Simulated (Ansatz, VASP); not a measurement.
## PbO2: VASP beside Ansatz

```
Pb O
1.0
     0.00000    2.70484    2.70484
     2.70484    0.00000    2.70484
     2.70484    2.70484    0.00000
Pb O
1 2
Cartesian
  0.0000 0.0000 0.0000
  1.3524 1.3524 1.3524
  4.0573 4.0573 4.0573
```

Alike in both runs: task single point; functional PBE; k mesh 9 × 9 × 9; occupations fermi-dirac, width 0.02 eV; non-collinear spin, spin-orbit coupling.

```csv
,VASP,Ansatz
version,VASP 6.6.1,Ansatz 0.2.0
potentials or method,"VASP PAW PBE potentials, release 64 (Pb_d, O), cutoff 520 eV",all-electron LAPW
```

|  | VASP | Ansatz | Ansatz less VASP |
| --- | --- | --- | --- |
| pressure (GPa) | -0.1 | -0.4 | -0.30 |
| net moment per atom (μB) | 0.00 | 0.00 | 0.000 |

Ansatz ran all-electron here, and VASP with PAW potentials.
